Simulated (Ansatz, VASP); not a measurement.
## One calculation of MgI2, two programs

```xyz
6
Lattice="4.1311 0.0000 0.0000 -2.0656 3.5776 0.0000 0.0000 0.0000 24.2265" Properties=species:S:1:pos:R:3 pbc="T T T"
I     0.0000    2.3851    4.5000
I     2.0656    1.1925    7.8633
I     2.0656    3.5776   11.6933
I     4.1311    2.3851   15.0565
Mg    0.0000    0.0000    6.1816
Mg    2.0656    1.1925   13.3749
```

Alike in both runs: task single point; functional PBE; dispersion D3(BJ); k mesh 9 × 9 × 1; occupations gaussian, width 0.05 eV; no spin polarisation.

```csv
,VASP,Ansatz
version,VASP 6.6.1,Ansatz 0.2.0
potentials or method,"VASP PAW PBE potentials, release 64 (I, Mg), cutoff 520 eV","scalar-relativistic, plane waves, PAW"
valence electrons in the cell,32,88
```

|  | VASP | Ansatz | Ansatz less VASP |
| --- | --- | --- | --- |
| gap on the k mesh at the Fermi level (eV) | 3.54 | 3.56 | +0.017 |
| least direct gap on the mesh (eV) | 3.93 | 3.94 | +0.014 |
| rms of the force components (eV/Å) | 0.014 | 0.016 | +0.0022 |

VASP's potentials hold 32 valence electrons a cell and Ansatz's 88, so a difference there can come from the potentials and not from the codes.

Spin-orbit coupling is off throughout.
